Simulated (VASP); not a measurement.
Set up this calculation in VASP 6.6.1, as the native input.

```
Task                   : relaxation of cell and atoms
Functional             : PBE
Potentials or basis    : VASP PAW PBE potentials, release 64 (B, Pb_d)
Cutoff                 : 600 eV
k mesh                 : 12 × 12 × 4
Occupations            : gaussian, width 0.1 eV
Spin                   : no spin polarisation
Dipole correction      : no
Further INCAR settings : ALGO = Normal; EDIFF = 1e-06; IBRION = 2; EDIFFG = -0.01; NSW = 100; ISIF = 3
```

The structure of B2Pb lies in POSCAR:

```
B2Pb
1.0
    3.1095923155      0.0000000000      0.0000000000
    0.0000000000      3.1095923155      0.0000000000
    0.0000000000      0.0000000000      8.9470776420
B Pb
4 2
Direct
    0.0000000000      0.0000000000      0.0000000000
    0.5000000000      0.5000000000      0.0000000000
    0.0000000000      0.5000000000      0.1047378712
    0.5000000000      0.0000000000      0.8952621288
    0.0000000000      0.5000000000      0.6790339183
    0.5000000000      0.0000000000      0.3209660817
```

These files were run (other wordings do the same):

INCAR

```
PREC = Accurate
ENCUT = 600
EDIFF = 1E-6
ISMEAR = 0
SIGMA = 0.1
LREAL = False
LASPH = True
NELM = 80
ALGO = Normal
ISIF = 3
LWAVE = False
LCHARG = False
GGA = PE
IBRION = 2
NSW = 100
EDIFFG = -0.01
```

KPOINTS

```
regular mesh
0
Gamma
  12 12 4
```

Potentials or basis: VASP PAW PBE potentials, release 64 (B, Pb_d).

The run is started by

```bash
$ cat potpaw_PBE.64/B/POTCAR potpaw_PBE.64/Pb_d/POTCAR > POTCAR
$ mpirun -np 1 vasp_std > vasp.out
```

It gave:

| Item | Value |
| --- | --- |
| Relaxed volume | 14.67 Å³/atom |
| Relaxed cell | a = 3.085 Å, b = 3.085 Å, c = 9.248 Å, α = 90.00°, β = 90.00°, γ = 90.00° |
| Space group after relaxing (to 0.1 Å) | P4/nmm (No. 129) |
| Energy gained by relaxing | 12.1 meV/atom |
| Ionic steps | 12 |
| Pressure after relaxing | 0.0 GPa |
| Largest force after relaxing | 0.004 eV/Å |

Caveat: the highest band is partly filled, so the run has too few bands.

Run time: 18 min on 1 thread of Intel(R) Xeon(R) Platinum 8488C (Sapphire Rapids), on a shared host, peak memory 0.36 GiB.
